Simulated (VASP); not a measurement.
Here is a VASP 6.6.1 calculation.

INCAR

```
SYSTEM = ZrB2
ALGO     = Normal         ! electronic algorithm
EDIFF    = 1E-6           ! SCF threshold, eV
ENCUT    = 520            ! plane-wave cutoff, eV
GGA      = PE             ! functional
ISIF     = 2              ! what is computed and relaxed
ISMEAR   = -1             ! smearing method
LASPH    = .True.         ! aspherical terms in the spheres
LCHARG   = .False.        ! write CHGCAR
LREAL    = .False.        ! projectors in reciprocal space
LWAVE    = .False.        ! write WAVECAR
NBANDS   = 16             ! bands
NELM     = 80             ! most SCF steps
PREC     = Accurate       ! precision mode
SIGMA    = 0.05           ! smearing width, eV
```

File KPOINTS:

```
k-points
0
Gamma
  10 10 8
  0 0 0
```

POSCAR

```
ZrB2
1.0
    3.1271569103      0.0000000000      0.0000000000
   -1.5635784551      2.7081973259      0.0000000000
    0.0000000000      0.0000000000      3.4852509034
Zr B
1 2
Direct
    0.0000000000      0.0000000000      0.0000000000
    0.6666666667      0.3333333333      0.5000000000
    0.3333333333      0.6666666667      0.5000000000
```

Potentials or basis: VASP PAW PBE potentials, release 64 (Zr_sv, B).

Command:

```console
$ cat potpaw_PBE.64/Zr_sv/POTCAR potpaw_PBE.64/B/POTCAR > POTCAR
$ mpirun -np 1 vasp_std > vasp.out
```

Question: What does it give for the pressure?

Answer: 11.7 GPa.

Question: Estimate the band gap on the k mesh.

Answer: Zero (band 9 reaches 11.59 eV, above the bottom of band 10 at 10.73 eV).

Stress tensor (GPa, compression positive):
```
11.54  0.00  0.00
 0.00 11.54  0.00
 0.00  0.00 11.93
```
